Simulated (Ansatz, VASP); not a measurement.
**Two plane-wave programs on ZnTe3P2Pt**

```
Zn Te P Pt
1.0
     3.58042    2.06716    3.89464
    -3.58042    2.06716    3.89464
     0.00000   -4.13431    3.89464
Zn Te P Pt
1 3 2 1
Cartesian
  0.0000 0.0000 0.0000
  0.0000 -2.0672 1.9473
  1.7902 1.0336 1.9473
  -1.7902 1.0336 1.9473
  0.0000 0.0000 3.6149
  0.0000 0.0000 8.0690
  0.0000 0.0000 5.8420
```

Alike in both runs: functional PBE; k mesh 3 × 3 × 3; occupations gaussian, width 0.2 eV; no spin polarisation.

Ansatz relaxed the structure, and its values are those at the end. VASP's run is a single point on that final structure, the one shown.

|  | VASP | Ansatz |
| --- | --- | --- |
| version | VASP 6.6.1 | Ansatz 0.2.0 |
| potentials or method | VASP PAW PBE potentials, release 64 (Zn, Te, P, Pt), cutoff 520 eV | scalar-relativistic, plane waves, PAW |
| valence electrons in the cell | 50 | 88 |

Ansatz gave:

```
gap on the k mesh at the Fermi level (eV) : none
pressure (GPa)                            : 0.1
rms of the force components (eV/Å)        : 0.004
```

Problem. Estimate VASP's values.

Solution. gap on the k mesh at the Fermi level (eV): none; pressure (GPa): 0.1; rms of the force components (eV/Å): 0.009.

A gap of «none» marks a metal or a gap that the smearing closes. VASP's potentials hold 50 valence electrons a cell and Ansatz's 88, so a difference there can come from the potentials and not from the codes.

The k mesh is coarse, so the values compare programs but aren't converged. Spin-orbit coupling is off throughout.
